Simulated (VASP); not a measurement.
**Si: single point with PBE**

Si:

```
Si
1.0
     2.53663    0.00000    0.00000
     0.00000    2.53663    0.00000
     0.00000    0.00000    2.53663
Si
1
Direct
  0.00000 0.00000 0.00000
```

| Property | Result |
| --- | --- |
| Program | VASP 6.6.1 |
| Task | single point |
| Functional | PBE |
| Potentials or basis | VASP PAW PBE potentials, release 64 (Si) |
| Cutoff | 520 eV |
| k mesh | 13 × 13 × 13 |
| Occupations | fermi-dirac, width 0.136057 eV |
| Spin | no spin polarisation |

* Pressure: -0.1 GPa
* Band gap on the k mesh: zero (band 2 reaches 15.61 eV, above the bottom of band 3 at 6.01 eV)

Levels at points of the mesh, in eV from the Fermi level:
| k point | band 1 | band 2 | band 3 | band 4 | band 5 | band 6 |
| --- | --- | --- | --- | --- | --- | --- |
| (0.00, 0.00, 0.00) | -13.18 | 7.39 | 7.39 | 7.58 | 7.58 | 7.58 |

It took 16 s on 1 thread of AMD EPYC 7R13 (shared host), peak memory 0.09 GiB.
